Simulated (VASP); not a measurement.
# Be4Nb3Cl (Pm-3m) in VASP: single point with PBE

Aim: the single point of Be4Nb3Cl with PBE.

All numbers are computed with VASP 6.6.1; they aren't measurements. Logs are shortened: lines on timing, memory, paths and dates and some standing lists are left out, and cuts for length are marked.

## Step 1: The cell of the first run

Symmetry: Pm-3m, No. 221, cubic system. The conventional cell has a = 4.940 Å, b = 4.940 Å, c = 4.940 Å, α = 90.00°, β = 90.00°, γ = 90.00°. Be (site symmetry 4/mmm) has 4 Nb at 2.47 Å and 2 Cl at 2.47 Å within 3.3 Å. Be (site symmetry m-3m) has 6 Nb at 2.47 Å within 3.3 Å. Nb (site symmetry 4/mmm) has 6 Be at 2.47 Å within 3.3 Å. Cl (site symmetry m-3m) has 6 Be at 2.47 Å within 3.3 Å.

## Step 2: Single point, PBE

Input file POSCAR:

```
Be4Nb3Cl
1.0
    4.9395213104      0.0000000000      0.0000000000
    0.0000000000      4.9395213104      0.0000000000
    0.0000000000      0.0000000000      4.9395213104
Be Nb Cl
4 3 1
Direct
    0.5000000000      0.0000000000      0.0000000000
    0.5000000000      0.5000000000      0.5000000000
    0.0000000000      0.0000000000      0.5000000000
    0.0000000000      0.5000000000      0.0000000000
    0.0000000000      0.5000000000      0.5000000000
    0.5000000000      0.0000000000      0.5000000000
    0.5000000000      0.5000000000      0.0000000000
    0.0000000000      0.0000000000      0.0000000000
```

Input file INCAR.step1:

```
SYSTEM = Be4Nb3Cl
ALGO = Normal ; EDIFF = 1E-6
ENCUT = 520 ; GGA = PE
ISIF = 2 ; ISMEAR = 0
LASPH = .True. ; LCHARG = .True.
LMAXMIX = 4 ; LREAL = .False.
LWAVE = .False. ; NBANDS = 37
NELM = 60 ; PREC = Accurate
SIGMA = 0.1
```

Input file KPOINTS.step1:

```
k-points
0
Gamma
  8 8 8
  0 0 0
```

Input file INCAR.step2:

```
SYSTEM = Be4Nb3Cl
ALGO = Normal ; EDIFF = 1E-6
ENCUT = 520 ; GGA = PE
ICHARG = 11 ; ISIF = 2
ISMEAR = -5 ; LASPH = .True.
LCHARG = .False. ; LMAXMIX = 4
LORBIT = 10 ; LREAL = .False.
LWAVE = .False. ; NBANDS = 37
NEDOS = 1001 ; NELM = 60
PREC = Accurate ; SIGMA = 0.1
```

Input file KPOINTS.step2:

```
k-points
0
Gamma
  12 12 12
  0 0 0
```

Potentials or basis: VASP PAW PBE potentials, release 64 (Be, Nb_sv, Cl).

Launch:

```bash
> cat potpaw_PBE.64/Be/POTCAR potpaw_PBE.64/Nb_sv/POTCAR potpaw_PBE.64/Cl/POTCAR > POTCAR
> cp INCAR.step1 INCAR
> cp KPOINTS.step1 KPOINTS
> mpirun -np 1 vasp_std > vasp.out
> cp INCAR.step2 INCAR
> cp KPOINTS.step2 KPOINTS
> mpirun -np 1 vasp_std > vasp.out
```

OUTCAR:

```text
SYSTEM = Be4Nb3Cl
   EDIFF = 1E-6
   ENCUT = 520
   GGA = PE
   ICHARG = 11
   ISIF = 2
   ISMEAR = -5
   LASPH = .True.
   LORBIT = 10
   LREAL = .False.
   NELM = 60
   PREC = Accurate

 ion  position               nearest neighbor table
   1  0.500  0.000  0.000-   6 2.47   7 2.47   8 2.47   6 2.47   7 2.47   8 2.47
   2  0.500  0.500  0.500-   5 2.47   6 2.47   7 2.47   7 2.47   6 2.47   5 2.47
   3  0.000  0.000  0.500-   5 2.47   6 2.47   8 2.47   8 2.47   5 2.47   6 2.47
   4  0.000  0.500  0.000-   5 2.47   7 2.47   8 2.47   5 2.47   8 2.47   7 2.47
   5  0.000  0.500  0.500-   2 2.47   3 2.47   4 2.47   4 2.47   3 2.47   2 2.47
   6  0.500  0.000  0.500-   1 2.47   2 2.47   3 2.47   1 2.47   2 2.47   3 2.47
   7  0.500  0.500  0.000-   1 2.47   2 2.47   4 2.47   2 2.47   1 2.47   4 2.47
   8  0.000  0.000  0.000-   1 2.47   3 2.47   4 2.47   3 2.47   4 2.47   1 2.47

  LATTYP: Found a simple cubic cell.
 ALAT       =     4.9395213104

  Lattice vectors:

 A1 = (   4.9395213104,   0.0000000000,   0.0000000000)
 A2 = (   0.0000000000,   4.9395213104,   0.0000000000)
 A3 = (   0.0000000000,   0.0000000000,   4.9395213104)

Analysis of symmetry for initial positions (statically):
=====================================================================
 Subroutine PRICEL returns:
 Original cell was already a primitive cell.

 Routine SETGRP: Setting up the symmetry group for a
 simple cubic supercell.

 Subroutine GETGRP returns: Found 48 space group operations
 (whereof 48 operations were pure point group operations)
 out of a pool of 48 trial point group operations.

The static configuration has the point symmetry O_h .

Analysis of symmetry for dynamics (positions and initial velocities):
=====================================================================
 Subroutine PRICEL returns:
 Original cell was already a primitive cell.

 Routine SETGRP: Setting up the symmetry group for a
 simple cubic supercell.

 Subroutine GETGRP returns: Found 48 space group operations
 (whereof 48 operations were pure point group operations)
 out of a pool of 48 trial point group operations.

The dynamic configuration has the point symmetry O_h .

 Subroutine INISYM returns: Found 48 space group operations
 (whereof 48 operations are pure point group operations),
 and found     1 'primitive' translations

----------------------------------------------------------------------------------------

[... 125 lines left out ...]
     AMIX     =   0.40;   BMIX     =  1.00
     AMIX_MAG =   1.60;   BMIX_MAG =  1.00
  volume/ion in A,a.u.               =      15.06       101.66
  Fermi-wavevector in a.u.,A,eV,Ry     =   1.252722  2.367301 21.351777  1.569311
  Thomas-Fermi vector in A             =   2.386608
   LORBIT       =     10    0 simple, 1 ext, 2 COOP (PROOUT), +10 PAW based schemes
   GGA     = PE    functional components
   LHFCALC =     F    Hartree Fock is set to
   AEXX    =    0.0000 exact exchange contribution
   IVDW    =     0    specifies the selected vdW correction
   LEPSILON=     F    determine dielectric tensor
   LRPA    =     F    only Hartree local field effects (RPA)
 non-spin polarized calculation
 Fermi weights with tetrahedron method with Bloechl corrections
  energy-cutoff  :      520.00
  volume of cell :      120.52
 maximum number of plane-waves:      3294
 NGX is ok and might be reduce to    40

 number of electron      54.0000002 magnetization

 Free energy of the ion-electron system (eV)
  ---------------------------------------------------
  ext. energy  EPLUGINS =         0.00000000
  ---------------------------------------------------
  free energy    TOTEN  =       -40.32042966 eV

  energy without entropy =      -40.32042966  energy(sigma->0) =      -40.32042966

 E-fermi :   7.1531     XC(G=0): -10.8740

 val. band max:        7.1684578282   @ k =   0.1667   0.0000   0.0000
 cond. band min:       7.1429214003   @ k =   0.5000   0.5000   0.0833
 fundamental gap:     -0.0255364278
 Fermi energy:         7.1530601107

 k-point     1 :       0.0000    0.0000    0.0000
  band No.  band energies     occupation
      1     -47.3636      2.00000
      2     -47.3371      2.00000
      3     -47.3371      2.00000
      4     -23.5459      2.00000
      5     -23.5459      2.00000
      6     -23.5459      2.00000
[... 949 lines left out ...]
     36      11.1228      0.00000
     37      11.2469      0.00000

 [... further k-points ...]

------------------------ aborting loop because EDIFF is reached ----------------------------------------

  FORCE on cell =-STRESS in cart. coord.  units (eV):
  Direction    XX          YY          ZZ          XY          YZ          ZX
  --------------------------------------------------------------------------------------
  -------------------------------------------------------------------------------------
  Total       -0.1741964     -0.1741964     -0.1741964     -0.0000000     -0.0000000      0.0000000
  in kB       -2.3157692     -2.3157692     -2.3157692     -0.0000000     -0.0000000      0.0000000
  external PRESSURE =      -2.3157692 kB  Pullay stress =       0.0000000 kB

 VOLUME and BASIS-vectors are now :
 -----------------------------------------------------------------------------
  energy-cutoff  :      520.00
  volume of cell :      120.52
      direct lattice vectors                 reciprocal lattice vectors
     4.939521310  0.000000000  0.000000000     0.202448767  0.000000000  0.000000000
     0.000000000  4.939521310  0.000000000     0.000000000  0.202448767  0.000000000
     0.000000000  0.000000000  4.939521310     0.000000000  0.000000000  0.202448767

 POSITION                                       TOTAL-FORCE (eV/Angst)
 -----------------------------------------------------------------------------------
      2.46976      0.00000      0.00000         0.000000      0.000000      0.000000
      2.46976      2.46976      2.46976         0.000000      0.000000      0.000000
      0.00000      0.00000      2.46976         0.000000      0.000000      0.000000
      0.00000      2.46976      0.00000         0.000000      0.000000      0.000000
      0.00000      2.46976      2.46976         0.000000      0.000000      0.000000
      2.46976      0.00000      2.46976         0.000000      0.000000      0.000000
      2.46976      2.46976      0.00000         0.000000      0.000000      0.000000
      0.00000      0.00000      0.00000         0.000000      0.000000      0.000000
 -----------------------------------------------------------------------------------
    total drift:                               -0.000000      0.000000     -0.000000

  FREE ENERGIE OF THE ION-ELECTRON SYSTEM (eV)
  ---------------------------------------------------
  free  energy   TOTEN  =       -40.3204296646 eV

  energy  without entropy=      -40.3204296646  energy(sigma->0) =      -40.32042966

 total charge

# of ion       s       p       d       tot
------------------------------------------
    1        0.481   0.570   0.000   1.051
    2        0.523   0.649   0.000   1.172
    3        0.481   0.570   0.000   1.051
    4        0.481   0.570   0.000   1.051
    5        2.199   5.986   2.402  10.587
    6        2.199   5.986   2.402  10.587
    7        2.199   5.986   2.402  10.587
    8        1.663   3.321   0.000   4.984
--------------------------------------------------
tot         10.224  23.639   7.205  41.069
```

OUTCAR.step1:

```text
SYSTEM = Be4Nb3Cl
   EDIFF = 1E-6
   ENCUT = 520
   GGA = PE
   ISIF = 2
   ISMEAR = 0
   LASPH = .True.
   LREAL = .False.
[... 1204 lines left out ...]
      2.46976      0.00000      2.46976         0.000000      0.000000      0.000000
      2.46976      2.46976      0.00000         0.000000      0.000000      0.000000
      0.00000      0.00000      0.00000         0.000000      0.000000      0.000000
 -----------------------------------------------------------------------------------
    total drift:                                0.000000     -0.000000     -0.000000

  FREE ENERGIE OF THE ION-ELECTRON SYSTEM (eV)
  ---------------------------------------------------
  free  energy   TOTEN  =       -40.3399107176 eV

  energy  without entropy=      -40.2924878138  energy(sigma->0) =      -40.31619927
```

Wall time 14 min (1 thread of AMD EPYC 7R13, shared host); peak memory 0.42 GiB.

What came out:

| Quantity | Value |
| --- | --- |
| Valence electrons inside the program's atomic spheres | Be 1.05, 1.17 (each value once); Nb 10.59; Cl 4.98 |

Caveat: tetrahedron occupations give inexact forces and stress in metals.
